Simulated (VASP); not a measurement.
# AlN (P6_3/mmc) in VASP: single point with LDA

Aim: the single point of AlN with LDA.

Program: VASP 6.6.1. These are calculated values, not measurements. Logs are shortened: lines on timing, memory, paths and dates and some standing lists are left out, and cuts for length are marked.

## Step 1: The cell of the first run

It takes space group P6_3/mmc (No. 194, hexagonal). The conventional cell has a = 3.312 Å, b = 3.312 Å, c = 4.188 Å, α = 90.00°, β = 90.00°, γ = 120.00°. Within 2.5 Å of Al (site symmetry -6m2) lie 5 N at 1.91 to 2.09 Å. Within 2.5 Å of N (site symmetry -6m2) lie 5 Al at 1.91 to 2.09 Å.

## Step 2: Single point, LDA

INCAR

```
PREC = Accurate ; ENCUT = 600
EDIFF = 1E-6 ; ISMEAR = 1
SIGMA = 0.05 ; LREAL = False
LASPH = True ; NELM = 120
ALGO = Normal ; ISIF = 2
LWAVE = False ; LCHARG = False
NBANDS = 16 ; GGA_COMPAT = False
```

KPOINTS

```
Automatic mesh
0
Gamma
  12 12 6
```

POSCAR

```
AlN
1.0
    3.3121157400      0.0000000000      0.0000000000
   -1.6560578700      2.8683763700      0.0000000000
    0.0000000000      0.0000000000      4.1875630000
Al N
2 2
Direct
    0.3333333300      0.6666666700      0.7500000000
    0.6666666700      0.3333333300      0.2500000000
    0.3333333300      0.6666666700      0.2500000000
    0.6666666700      0.3333333300      0.7500000000
```

Potentials or basis: VASP PAW LDA potentials, release 64 (Al, N).

Launch:

```sh
cat potpaw_LDA.64/Al/POTCAR potpaw_LDA.64/N/POTCAR > POTCAR
mpirun -np 1 vasp_std > vasp.out
```

OUTCAR:

```text
PREC = Accurate
   ENCUT = 600
   EDIFF = 1E-6
   ISMEAR = 1
   LREAL = False
   LASPH = True
   NELM = 120
   ISIF = 2

 ion  position               nearest neighbor table
   1  0.333  0.667  0.750-   4 1.91   4 1.91   4 1.91   3 2.09   3 2.09   2 2.84   2 2.84   2 2.84
                             2 2.84   2 2.84   2 2.84
   2  0.667  0.333  0.250-   3 1.91   3 1.91   3 1.91   4 2.09   4 2.09   1 2.84   1 2.84   1 2.84
                             1 2.84   1 2.84   1 2.84
   3  0.333  0.667  0.250-   2 1.91   2 1.91   2 1.91   1 2.09   1 2.09
   4  0.667  0.333  0.750-   1 1.91   1 1.91   1 1.91   2 2.09   2 2.09

  LATTYP: Found a hexagonal cell.
 ALAT       =     3.3121157400
 C/A-ratio  =     1.2643166268

  Lattice vectors:

 A1 = (   3.3121157400,   0.0000000000,   0.0000000000)
 A2 = (  -1.6560578700,   2.8683763700,   0.0000000000)
 A3 = (   0.0000000000,   0.0000000000,   4.1875630000)

Analysis of symmetry for initial positions (statically):
=====================================================================
 Subroutine PRICEL returns:
 Original cell was already a primitive cell.

 Routine SETGRP: Setting up the symmetry group for a
 hexagonal supercell.

 Subroutine GETGRP returns: Found 24 space group operations
 (whereof 12 operations were pure point group operations)
 out of a pool of 24 trial point group operations.

The static configuration has the point symmetry D_3d.
 The point group associated with its full space group is D_6h.

Analysis of symmetry for dynamics (positions and initial velocities):
=====================================================================
 Subroutine PRICEL returns:
 Original cell was already a primitive cell.

 Routine SETGRP: Setting up the symmetry group for a
 hexagonal supercell.

 Subroutine GETGRP returns: Found 24 space group operations
 (whereof 12 operations were pure point group operations)
 out of a pool of 24 trial point group operations.

The dynamic configuration has the point symmetry D_3d.
 The point group associated with its full space group is D_6h.

 Subroutine INISYM returns: Found 24 space group operations
 (whereof 12 operations are pure point group operations),
 and found     1 'primitive' translations

----------------------------------------------------------------------------------------

                                     Primitive cell

  volume of cell :      39.7835

  direct lattice vectors                    reciprocal lattice vectors
     3.312115740  0.000000000  0.000000000     0.301921816  0.174314642  0.000000000
    -1.656057870  2.868376370  0.000000000     0.000000000  0.348629284  0.000000000
     0.000000000  0.000000000  4.187563000     0.000000000  0.000000000  0.238802377

  length of vectors
     3.312115740  3.312115739  4.187563000     0.348629284  0.348629284  0.238802377

  position of ions in fractional coordinates (direct lattice)
     0.333333330  0.666666670  0.750000000
     0.666666670  0.333333330  0.250000000
     0.333333330  0.666666670  0.250000000
     0.666666670  0.333333330  0.750000000

  ion indices of the primitive-cell ions
   primitive index   ion index
                 1           1
                 2           2
                 3           3
                 4           4

----------------------------------------------------------------------------------------

 KPOINTS: Automatic mesh

Automatic generation of k-mesh.
 Grid dimensions read from file:
 generate k-points for:   12   12    6

 Generating k-lattice:

  Cartesian coordinates                     Fractional coordinates (reciprocal lattice)
     0.025160151  0.014526220  0.000000000     0.083333333  0.000000000  0.000000000
     0.000000000  0.029052440  0.000000000     0.000000000  0.083333333  0.000000000
     0.000000000  0.000000000  0.039800396     0.000000000  0.000000000  0.166666667

  Length of vectors
     0.029052440  0.029052440  0.039800396

  Shift w.r.t. Gamma in fractional coordinates (k-lattice)
     0.000000000  0.000000000  0.000000000

 Subroutine IBZKPT returns following result:
 ===========================================

 Found     76 irreducible k-points:

 Following reciprocal coordinates:
            Coordinates               Weight
  0.000000  0.000000  0.000000      1.000000
  0.083333  0.000000  0.000000      6.000000
  0.166667  0.000000  0.000000      6.000000
  0.250000  0.000000  0.000000      6.000000
  0.333333  0.000000  0.000000      6.000000
  0.416667  0.000000  0.000000      6.000000
[... 16 lines left out ...]
  0.250000  0.000000  0.166667     12.000000
  0.333333  0.000000  0.166667     12.000000
 [... further k-points ...]
   k-points           NKPTS =     76   k-points in BZ     NKDIM =     76   number of bands    NBANDS=     16
   number of dos      NEDOS =    301   number of ions     NIONS =      4
   total plane-waves  NPLWV =  28224
   dimension x,y,z NGX =    28 NGY =   28 NGZ =   36
   dimension x,y,z NGXF=    56 NGYF=   56 NGZF=   72
   ions per type =               2   2
   NGX,Y,Z   is equivalent  to a cutoff of  14.05, 14.05, 14.29 a.u.
   NGXF,Y,Z  is equivalent  to a cutoff of  28.11, 28.11, 28.58 a.u.
 SYSTEM =  unknown system
   PREC   = accura    normal or accurate (medium, high low for compatibility)
   ISTART =      0    job   : 0-new  1-cont  2-samecut
   ICHARG =      2    charge: 1-file 2-atom 10-const
   ISPIN  =      1    spin polarized calculation?
   LNONCOLLINEAR =      F non collinear calculations
   LSORBIT =      F    spin-orbit coupling
   LASPH  =      T    aspherical Exc in radial PAW
   ENCUT  =  600.0 eV  44.10 Ry    6.64 a.u.   6.62  6.62  8.36*2*pi/ulx,y,z
   NELM   =    120;   NELMIN=  2; NELMDL= -5     # of ELM steps
   EDIFF  = 0.1E-05   stopping-criterion for ELM
   LREAL  =      F    real-space projection
   EDIFFG = 0.1E-04   stopping-criterion for IOM
   NSW    =      0    number of steps for IOM
   IBRION =     -1    ionic relax: 0-MD 1-quasi-New 2-CG
   NFREE  =      0    steps in history (QN), initial steepest desc. (CG)
   ISIF   =      2    stress and relaxation
   ISYM   =      2    0-nonsym 1-usesym 2-fastsym
   POTIM  = 0.5000    time-step for ionic-motion
   TEBEG  =    0.0;   TEEND  =   0.0 temperature during run
   PSTRESS=    0.0 pullay stress
   NELECT =      16.0000    total number of electrons
   NUPDOWN=      -1.0000    fix difference up-down
   EMIN   =  10.00;   EMAX   =-10.00  energy-range for DOS
   EFERMI =   0.00;   METHOD = LEGACY
   ISMEAR =     1;   SIGMA  =   0.05  broadening in eV -4-tet -1-fermi 0-gaus
   EFERMI_NEDOS =   21; number of points for ismear=-14 and -15
   IALGO  =     38    algorithm
   IMIX   =      4    mixing-type and parameters
     AMIX     =   0.40;   BMIX     =  1.00
     AMIX_MAG =   1.60;   BMIX_MAG =  1.00
  volume/ion in A,a.u.               =       9.95        67.12
  Fermi-wavevector in a.u.,A,eV,Ry     =   1.208409  2.283561 19.867928  1.460251
  Thomas-Fermi vector in A             =   2.344017
   LORBIT       =      0    0 simple, 1 ext, 2 COOP (PROOUT), +10 PAW based schemes
   GGA     = CA    functional components
   LHFCALC =     F    Hartree Fock is set to
   AEXX    =    0.0000 exact exchange contribution
   IVDW    =     0    specifies the selected vdW correction
   LEPSILON=     F    determine dielectric tensor
   LRPA    =     F    only Hartree local field effects (RPA)
 non-spin polarized calculation
 Methfessel and Paxton  Order N= 1 SIGMA  =   0.05
  energy-cutoff  :      600.00
  volume of cell :       39.78
 maximum number of plane-waves:      1355
 NGX is ok and might be reduce to    28
   NGX = 13   NGY = 13   NGZ = 17

 number of electron      16.0000001 magnetization

 Free energy of the ion-electron system (eV)
  ---------------------------------------------------
  ext. energy  EPLUGINS =         0.00000000
  ---------------------------------------------------
  free energy    TOTEN  =       -32.44314312 eV

  energy without entropy =      -32.44314648  energy(sigma->0) =      -32.44314424

 E-fermi :   7.7260     XC(G=0): -11.4878

 val. band max:        7.6838943627   @ k =   0.0000   0.0000   0.0000
 cond. band min:      10.9686205340   @ k =   0.0000   0.0000   0.0000
 fundamental gap:      3.2847261713
 Fermi energy:         7.7259840864

 k-point     1 :       0.0000    0.0000    0.0000
  band No.  band energies     occupation
      1      -8.9414      2.00000
      2      -5.2129      2.00000
      3       0.7831      2.00000
      4       4.4119      2.00000
      5       4.4119      2.00000
      6       6.0780      2.00000
[... 8 lines left out ...]
     15      19.3325      0.00000
     16      19.4994      0.00000

 k-point     2 :       0.0833    0.0000    0.0000
  band No.  band energies     occupation
      1      -8.8607      2.00000
      2      -5.2089      2.00000
      3       0.8688      2.00000
      4       4.1122      2.00000
      5       4.2924      2.00000
      6       5.7822      2.00000
[... 8 lines left out ...]
     15      18.9081      0.00000
     16      19.1418      0.00000

 k-point     3 :       0.1667    0.0000    0.0000
  band No.  band energies     occupation
      1      -8.6243      2.00000
      2      -5.2122      2.00000
      3       1.1220      2.00000
      4       3.3783      2.00000
      5       4.0122      2.00000
      6       5.1428      2.00000
[... 8 lines left out ...]
     15      18.4288      0.00000
     16      19.4677      0.00000

 k-point     4 :       0.2500    0.0000    0.0000
  band No.  band energies     occupation
      1      -8.2506      2.00000
      2      -5.2658      2.00000
      3       1.5293      2.00000
      4       2.5271      2.00000
      5       3.6962      2.00000
      6       4.4637      2.00000
[... 8 lines left out ...]
     15      17.7378      0.00000
     16      20.0298      0.00000

 k-point     5 :       0.3333    0.0000    0.0000
  band No.  band energies     occupation
      1      -7.7787      2.00000
      2      -5.4219      2.00000
      3       1.8088      2.00000
      4       2.0593      2.00000
      5       3.4274      2.00000
      6       3.8880      2.00000
[... 8 lines left out ...]
     15      18.8439      0.00000
     16      20.3526      0.00000

 k-point     6 :       0.4167    0.0000    0.0000
  band No.  band energies     occupation
      1      -7.2951      2.00000
      2      -5.6833      2.00000
      3       1.3566      2.00000
      4       2.6255      2.00000
      5       3.2513      2.00000
      6       3.4993      2.00000
[... 8 lines left out ...]
     15      20.0962      0.00000
     16      20.6066      0.00000
[... 267 lines left out ...]
 k-point    21 :       0.0833    0.0000    0.1667
  band No.  band energies     occupation
      1      -8.6912      2.00000
      2      -5.6058      2.00000
      3       1.3236      2.00000
      4       4.2655      2.00000
      5       4.4000      2.00000
      6       5.5323      2.00000
[... 8 lines left out ...]
     15      19.1870      0.00000
     16      19.5243      0.00000

 k-point    22 :       0.1667    0.0000    0.1667
  band No.  band energies     occupation
      1      -8.4593      2.00000
      2      -5.5574      2.00000
      3       1.3765      2.00000
      4       3.6832      2.00000
      5       4.1325      2.00000
      6       4.7732      2.00000
[... 8 lines left out ...]
     15      18.8478      0.00000
     16      19.5893      0.00000

 k-point    23 :       0.2500    0.0000    0.1667
  band No.  band energies     occupation
      1      -8.0942      2.00000
      2      -5.5278      2.00000
      3       1.3264      2.00000
      4       3.1315      2.00000
      5       3.8284      2.00000
      6       4.0564      2.00000
[... 8 lines left out ...]
     15      18.6174      0.00000
     16      19.8780      0.00000

 k-point    24 :       0.3333    0.0000    0.1667
  band No.  band energies     occupation
      1      -7.6365      2.00000
      2      -5.5821      2.00000
      3       1.0770      2.00000
      4       2.8040      2.00000
      5       3.5680      2.00000
      6       3.6085      2.00000
[... 8 lines left out ...]
     15      19.1593      0.00000
     16      20.1448      0.00000

 [... further k-points ...]
[... 5 lines left out ...]
  --------------------------------------------------------------------------------------
  -------------------------------------------------------------------------------------
  Total       -2.0261905     -2.0261905     -2.1438122      0.0000000     -0.0000000      0.0000000
  in kB      -81.5995688    -81.5995688    -86.3364758      0.0000000     -0.0000000      0.0000000
  external PRESSURE =     -83.1785378 kB  Pullay stress =       0.0000000 kB

 VOLUME and BASIS-vectors are now :
 -----------------------------------------------------------------------------
  energy-cutoff  :      600.00
  volume of cell :       39.78
      direct lattice vectors                 reciprocal lattice vectors
     3.312115740  0.000000000  0.000000000     0.301921816  0.174314642  0.000000000
    -1.656057870  2.868376370  0.000000000     0.000000000  0.348629284  0.000000000
     0.000000000  0.000000000  4.187563000     0.000000000  0.000000000  0.238802377

 POSITION                                       TOTAL-FORCE (eV/Angst)
 -----------------------------------------------------------------------------------
     -0.00000      1.91225      3.14067        -0.000000     -0.000000      0.000000
      1.65606      0.95613      1.04689        -0.000000      0.000000      0.000000
     -0.00000      1.91225      1.04689        -0.000000      0.000000      0.000000
      1.65606      0.95613      3.14067         0.000000     -0.000000      0.000000
 -----------------------------------------------------------------------------------
    total drift:                               -0.000001      0.000001      0.000000

  FREE ENERGIE OF THE ION-ELECTRON SYSTEM (eV)
  ---------------------------------------------------
  free  energy   TOTEN  =       -32.4431431152 eV

  energy  without entropy=      -32.4431464768  energy(sigma->0) =      -32.44314424
```

It took 44 s on 1 thread of AMD EPYC 7R43 (Zen 3), shared host; peak memory 0.15 GiB.

What came out:

```
Free energy            : -32.4431 eV
Pressure               : -8.3 GPa
Band gap on the k mesh : 3.28 eV
```

Stress tensor (GPa, compression positive):
```
-8.16  0.00  0.00
 0.00 -8.16  0.00
 0.00  0.00 -8.63
```

Levels at points of the mesh, in eV from the valence-band top:
| k point | band 4 | band 5 | band 6 | band 7 | band 8 | band 9 | band 10 | band 11 | band 12 | band 13 |
| --- | --- | --- | --- | --- | --- | --- | --- | --- | --- | --- |
| (0.00, 0.00, 0.00) | -3.27 | -3.27 | -1.61 | -1.61 | 0.00 | 3.28 | 4.25 | 8.04 | 8.04 | 11.03 |
| (0.50, 0.00, 0.00) | -4.75 | -4.49 | -4.32 | -2.90 | -1.46 | 3.71 | 7.00 | 7.08 | 9.08 | 9.18 |
| (0.00, 0.00, 0.50) | -3.69 | -2.48 | -2.48 | -2.48 | -2.48 | 5.57 | 5.57 | 8.25 | 8.25 | 8.25 |
| (0.50, 0.00, 0.50) | -7.29 | -3.26 | -3.26 | -1.74 | -1.74 | 4.96 | 4.96 | 9.09 | 9.09 | 11.22 |

Caveat: the cell stands under tension. A k mesh can miss the band edges.
